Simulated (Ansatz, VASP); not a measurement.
Hg: VASP beside Ansatz

```
Hg
1.0
     0.00000    2.36766    2.36766
     2.36766    0.00000    2.36766
     2.36766    2.36766    0.00000
Hg
1
Direct
  0.00000 0.00000 0.00000
```

Alike in both runs: task single point; functional PBE; k mesh 16 × 16 × 16; occupations gaussian, width 0.05 eV; no spin polarisation.

|  | VASP | Ansatz |
| --- | --- | --- |
| version | VASP 6.6.1 | Ansatz 0.2.0 |
| potentials or method | VASP PAW PBE potentials, release 64 (Hg), cutoff 500 eV | scalar-relativistic, plane waves, PAW |
| valence electrons in the cell | 12 | 20 |

```csv
,VASP,Ansatz,Ansatz less VASP
gap on the k mesh at the Fermi level (eV),none,none,-
pressure (GPa),1.6,1.4,-0.16
```

A gap of «none» marks a metal or a gap that the smearing closes. VASP's potentials hold 12 valence electrons a cell and Ansatz's 20, so a difference there can come from the potentials and not from the codes.

Neither program's run includes spin-orbit coupling.
